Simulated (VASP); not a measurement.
Wanted: the native input for a VASP 6.6.1 run.

```
Task                   : single point
Functional             : PBE
Potentials or basis    : VASP PAW PBE potentials, release 64 (Na_pv, H)
Cutoff                 : 520 eV
k mesh                 : 6 × 6 × 6
Occupations            : gaussian, width 0.2 eV
Spin                   : no spin polarisation
Dipole correction      : no
Further INCAR settings : ALGO = Normal; EDIFF = 1e-07; NBANDS = 11
```

The structure of NaH lies in POSCAR:

```
NaH
1.0
    0.0000000000      2.3975116422      2.3975116422
    2.3975116422      0.0000000000      2.3975116422
    2.3975116422      2.3975116422      0.0000000000
Na H
1 1
Direct
    0.0000000000      0.0000000000      0.0000000000
    0.5000000000      0.5000000000      0.5000000000
```

These files were run (other wordings do the same):

INCAR

```
SYSTEM = NaH
PREC = Accurate
ENCUT = 520
EDIFF = 1E-7
ISMEAR = 0
SIGMA = 0.2
LREAL = .FALSE.
LASPH = .TRUE.
NELM = 60
ALGO = Normal
ISIF = 2
LWAVE = .FALSE.
LCHARG = .FALSE.
GGA = PE
NBANDS = 11
```

KPOINTS

```
Automatic mesh
0
G
  6 6 6
  0 0 0
```

Potentials or basis: VASP PAW PBE potentials, release 64 (Na_pv, H).

Launch:

```sh
$ cat potpaw_PBE.64/Na_pv/POTCAR potpaw_PBE.64/H/POTCAR > POTCAR
$ mpirun -np 1 vasp_std > vasp.out
```

Results of the run:

| Quantity | Value |
| --- | --- |
| Pressure | 0.5 GPa |
| Band gap on the k mesh | 3.85 eV (least direct gap 4.67 eV) |

It took 15 s on 1 thread of AMD EPYC 7R13 (shared host), peak memory 0.11 GiB.
